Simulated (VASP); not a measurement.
Set up this calculation in VASP 6.6.1, as the native input.

```yaml
Task: single point
Functional: PBE
Dispersion: D3(BJ)
Potentials_or_basis: VASP PAW PBE potentials, release 64 (Ru_pv)
Cutoff: 520 eV
k_mesh: 18 × 18 × 10
Occupations: gaussian, width 0.1 eV
Spin: no spin polarisation
Dipole_correction: no
Further_INCAR_settings: ALGO = Normal; EDIFF = 1e-07; NBANDS = 21
```

The structure of Ru lies in POSCAR:

```
Ru
1.0
    2.6975947797      0.0000000000      0.0000000000
   -1.3487973898      2.3361856083      0.0000000000
    0.0000000000      0.0000000000      4.2658179895
Ru
2
Direct
    0.3333333333      0.6666666667      0.2500000000
    0.6666666667      0.3333333333      0.7500000000
```

These files were run (other wordings do the same):

INCAR

```
SYSTEM = Ru
PREC = Accurate
ENCUT = 520
EDIFF = 1E-7
ISMEAR = 0
SIGMA = 0.1
LREAL = .FALSE.
LASPH = .TRUE.
NELM = 80
ALGO = Normal
ISIF = 2
LWAVE = .FALSE.
LCHARG = .TRUE.
GGA = PE
IVDW = 12
LELF = .TRUE.
LVHAR = .TRUE.
NBANDS = 21
```

KPOINTS

```
regular mesh
0
G
  18 18 10
  0 0 0
```

Potentials or basis: VASP PAW PBE potentials, release 64 (Ru_pv).

Run with:

```sh
$ cat potpaw_PBE.64/Ru_pv/POTCAR > POTCAR
$ mpirun -np 1 vasp_std > vasp.out
```

Results of the run:

| Item | Value |
| --- | --- |
| Pressure | -0.1 GPa |
| Band gap on the k mesh | zero (band 14 reaches 14.53 eV, above the bottom of band 15 at 11.36 eV) |
| Dispersion energy per atom | -0.631 eV |

Caveat: pairwise dispersion overbinds metals, which lowers pressure and volume.

Run time: 56 s on 1 thread of Intel(R) Xeon(R) Platinum 8375C CPU @ 2.90GHz (Ice Lake), with other jobs on the host, peak memory 0.22 GiB.
